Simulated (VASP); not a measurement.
Input of a VASP 6.6.1 run:

File INCAR:

```
PREC     = Accurate       # precision mode
ENCUT    = 520            # plane-wave cutoff, eV
EDIFF    = 1E-6           # SCF threshold, eV
ISMEAR   = 0              # smearing method
SIGMA    = 0.1            # smearing width, eV
LREAL    = F              # projectors in reciprocal space
LASPH    = T              # aspherical terms in the spheres
NELM     = 100            # most SCF steps
ALGO     = Normal         # electronic algorithm
ISIF     = 2              # what is computed and relaxed
LWAVE    = F              # write WAVECAR
LCHARG   = F              # write CHGCAR
GGA      = PE             # functional
NBANDS   = 30             # bands
```

Contents of KPOINTS:

```
regular mesh
0
Gamma
  4 4 4
```

Contents of POSCAR:

```
KP4Ru
1.0
    4.3263707667      0.0000000000      0.0000000000
    0.0000000000      4.3263707667      0.0000000000
    0.0000000000      0.0000000000      7.4001101479
K P Ru
1 4 1
Direct
    0.0000000000      0.0000000000      0.0000000000
    0.5000000000      0.0000000000      0.3472539912
    0.0000000000      0.5000000000      0.6527460088
    0.5000000000      0.0000000000      0.6527460088
    0.0000000000      0.5000000000      0.3472539912
    0.5000000000      0.5000000000      0.5000000000
```

Potentials or basis: VASP PAW PBE potentials, release 64 (K_sv, P, Ru_pv).

The run is started by

```console
$ cat potpaw_PBE.64/K_sv/POTCAR potpaw_PBE.64/P/POTCAR potpaw_PBE.64/Ru_pv/POTCAR > POTCAR
$ mpirun -np 1 vasp_std > vasp.out
```

Problem. What does it give for the largest force?

Solution. 0.057 eV/Å.

Problem. What does it give for the band gap on the k mesh?

Solution. Zero (an odd number of electrons rules out a gap without spin polarisation).

Problem. What does it give for the pressure?

Solution. 0.0 GPa.

Forces on the atoms (eV/Å):
```
K    0.000  0.000  0.000
P    0.000  0.000  0.057
P    0.000  0.000 -0.057
P    0.000  0.000 -0.057
P    0.000  0.000  0.057
Ru   0.000  0.000  0.000
```

Caveat: the k points lie up to 0.36 Å⁻¹ apart, too coarse for converged energies and pressures of a metal.
